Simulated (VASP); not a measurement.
# Si18C17 (a cell with a defect) in VASP: notebook, part 2 of 2

VASP 6.6.1. Earlier steps stand in the parts before.

## (3) Single point, PBE (atoms taken out, then relaxed in part)

INCAR reads:

```
SYSTEM = Si18C17
  ALGO = Normal
  EDIFF = 1E-6
  ENCUT = 520
  GGA = PE
  ISIF = 2
  ISMEAR = 0
  LASPH = .TRUE.
  LCHARG = .FALSE.
  LREAL = Auto
  LWAVE = .FALSE.
  NBANDS = 93
  NELECT = 138.0
  NELM = 60
  PREC = Accurate
  SIGMA = 0.01
```

KPOINTS reads:

```
Automatic mesh
0
Gamma
  2 2 2
  0.5 0.5 0.5
```

POSCAR reads:

```
Si18C17
1.0
    0.0000000000      5.3553911397      5.0742922929
   -4.6379047741     -2.6776955698      5.0742922929
    4.6379047741     -2.6776955698      5.0742922929
Si C
18 17
Direct
    0.3786616909      0.7126142957      0.3783659403
    0.7234667948      0.7217642000      0.0531009969
    0.3878800938      0.3874038261      0.7231424275
    0.3878245905      0.0574007193      0.0531136038
    0.7234932965      0.3873853940      0.3874884569
    0.0535145303      0.7217608223      0.7231688150
    0.0553374126      0.3892330602      0.0549711779
    0.7222852543      0.0562094237      0.7219462974
    0.0534645516      0.0574385011      0.3874884498
    0.4405346789      0.7745235940      0.7909563603
    0.7915868552      0.7743999386      0.4401919932
    0.4429373923      0.4449436591      0.1106947935
    0.4405817376      0.1251537714      0.4402846826
    0.7792080124      0.4437463364      0.7788601377
    0.1110343695      0.7768476444      0.1106788828
    0.1110511536      0.4448946128      0.4426141557
    0.7791667083      0.1131071490      0.1094770497
    0.1098029511      0.1131185151      0.7788747658
    0.8450043849      0.8490196981      0.1797381134
    0.5151269480      0.5140676321      0.8446751050
    0.5150892886      0.1789167900      0.1797522149
    0.8450442973      0.5139787354      0.5147790910
    0.1800788098      0.8490406213      0.8447090892
    0.1809082700      0.5148212810      0.1805789403
    0.8468178011      0.1807486726      0.8465026472
    0.1800771677      0.1789319614      0.5147921495
    0.2368586587      0.5707415460      0.5713873681
    0.5717015638      0.5707647155      0.2365081002
    0.2357677366      0.2371820317      0.9028938325
    0.2368055615      0.9056354903      0.2364856894
    0.5694011093      0.2352119527      0.5690396376
    0.9032709668      0.5696783569      0.9029028382
    0.9032412403      0.2371714517      0.2354019011
    0.5693693191      0.9033072077      0.9009330337
    0.9013272216      0.9032993726      0.5690463074
```

Potentials or basis: VASP PAW PBE potentials, release 64 (Si, C).

Launch:

```bash
> cat potpaw_PBE.64/Si/POTCAR potpaw_PBE.64/C/POTCAR > POTCAR
> mpirun -np 1 vasp_std > vasp.out
```

OUTCAR:

```text
SYSTEM = Si18C17
   EDIFF = 1E-6
   ENCUT = 520
   GGA = PE
   ISIF = 2
   ISMEAR = 0
   LASPH = .TRUE.
   LREAL = Auto
   NELECT = 138.0
   NELM = 60
   PREC = Accurate

 ion  position               nearest neighbor table
   1  0.379  0.713  0.378-  27 1.85  28 1.85  30 1.85  15 2.98  16 2.98  12 2.98   6 3.11   3 3.11
                             9 3.11   4 3.11   5 3.11   2 3.11
   2  0.723  0.722  0.053-  32 1.88  28 1.89  34 1.90  19 1.91  10 3.05   6 3.06   7 3.08  14 3.08
                             8 3.09  15 3.10   5 3.10  12 3.11   1 3.11   4 3.11  11 3.12  17 3.12
   3  0.388  0.387  0.723-  29 1.88  27 1.89  31 1.90  20 1.91  13 3.05   4 3.06   7 3.08  18 3.08
[... 631 lines left out ...]
  external PRESSURE =     -97.7587824 kB  Pullay stress =       0.0000000 kB

 VOLUME and BASIS-vectors are now :
 -----------------------------------------------------------------------------
  energy-cutoff  :      520.00
  volume of cell :      378.10
      direct lattice vectors                 reciprocal lattice vectors
     0.000000000  5.355391140  5.074292293     0.000000000  0.124485150  0.065690606
    -4.637904774 -2.677695570  5.074292293    -0.107807302 -0.062242575  0.065690606
     4.637904774 -2.677695570  5.074292293     0.107807302 -0.062242575  0.065690606

 POSITION                                       TOTAL-FORCE (eV/Angst)
 -----------------------------------------------------------------------------------
     -1.55021     -0.89343      7.45739        -0.001353      0.003505     -0.022571
     -3.10120      1.79959      7.60297        -0.000271     -0.001324      0.000061
      1.55712     -0.89646      7.60345         0.004572      0.002858     -0.000890
     -0.01988      1.78103      2.52872        -0.000251      0.003631      0.001407
      0.00048      1.79971      7.60315         0.004372     -0.000879     -0.001364
      0.00653     -3.58249      7.60354        -0.002650     -0.004699     -0.004856
[... 27 lines left out ...]
     -0.01101     -1.78201     12.04439         0.001904     -0.004294      0.014018
     -1.55023      0.88447     12.04471        -0.002817      0.005513      0.014664
 -----------------------------------------------------------------------------------
    total drift:                               -0.012758     -0.008992      0.017217

  FREE ENERGIE OF THE ION-ELECTRON SYSTEM (eV)
  ---------------------------------------------------
  free  energy   TOTEN  =      -275.9291788571 eV

  energy  without entropy=     -275.9291788571  energy(sigma->0) =     -275.92917886
```

OSZICAR:

```text
N       E                     dE             d eps       ncg     rms          rms(c)
DAV:   1     0.407554989271E+03    0.40755E+03   -0.62360E+04   744   0.133E+03
DAV:   2    -0.259104843887E+03   -0.66666E+03   -0.63423E+03   908   0.234E+02
DAV:   3    -0.306484085325E+03   -0.47379E+02   -0.46939E+02   904   0.601E+01
DAV:   4    -0.307600854481E+03   -0.11168E+01   -0.11133E+01   920   0.101E+01
DAV:   5    -0.307628166820E+03   -0.27312E-01   -0.27286E-01   920   0.157E+00    0.359E+01
DAV:   6    -0.276667182213E+03    0.30961E+02   -0.10272E+02   856   0.232E+01    0.157E+01
DAV:   7    -0.276056485870E+03    0.61070E+00   -0.92697E+00   960   0.732E+00    0.705E+00
DAV:   8    -0.275939788977E+03    0.11670E+00   -0.66689E-01   880   0.214E+00    0.223E+00
DAV:   9    -0.275927078732E+03    0.12710E-01   -0.10568E-01   888   0.950E-01    0.387E-01
DAV:  10    -0.275928223798E+03   -0.11451E-02   -0.80916E-03   872   0.264E-01    0.245E-01
DAV:  11    -0.275929129745E+03   -0.90595E-03   -0.13048E-03   848   0.122E-01    0.607E-02
DAV:  12    -0.275929161396E+03   -0.31651E-04   -0.14367E-04   936   0.395E-02    0.301E-02
DAV:  13    -0.275929178761E+03   -0.17365E-04   -0.57614E-05   872   0.231E-02    0.893E-03
DAV:  14    -0.275929178857E+03   -0.96066E-07   -0.49893E-06   864   0.801E-03
   1 F= -.27592918E+03 E0= -.27592918E+03  d E =-.101003E-11
```

Run time: 2.6 min. Hardware: 1 thread of Intel Xeon Platinum 8488C (Sapphire Rapids), shared host; peak memory 0.43 GiB.

What came out:

```
Free energy   : -275.9292 eV
Largest force : 0.023 eV/Å
```

Forces on the atoms (eV/Å):
```
Si  -0.001  0.004 -0.023
Si   0.000 -0.001  0.000
Si   0.005  0.003 -0.001
Si   0.000  0.004  0.001
Si   0.004 -0.001 -0.001
Si  -0.003 -0.005 -0.005
Si   0.003 -0.001 -0.001
Si   0.000  0.001  0.005
Si   0.004  0.000 -0.002
Si  -0.002  0.004  0.013
Si  -0.005 -0.010  0.005
Si   0.001  0.001  0.001
Si  -0.001  0.002  0.009
Si   0.000 -0.001 -0.006
Si   0.000 -0.003  0.000
Si  -0.001  0.000  0.004
Si   0.003 -0.001 -0.006
Si  -0.001  0.003 -0.006
C   -0.010  0.002 -0.002
C    0.008  0.010 -0.007
C   -0.006  0.007  0.000
C    0.009 -0.002 -0.003
C   -0.007 -0.008 -0.006
C   -0.005 -0.003 -0.002
C   -0.002 -0.001  0.013
C    0.005 -0.009 -0.003
C    0.004 -0.004 -0.002
C    0.000  0.007  0.000
C    0.003 -0.001  0.000
C   -0.008 -0.002 -0.005
C    0.002  0.000  0.008
C    0.001  0.000 -0.006
C    0.001  0.005  0.000
C    0.002 -0.004  0.014
C   -0.003  0.006  0.015
```

Caveat: the cell carries a net charge on a neutralising background, which shifts energy and pressure; the cell differs from its parent crystal (atoms taken out, then relaxed in part); the cell is charged against a uniform background, so pressure and absolute levels hang on convention.
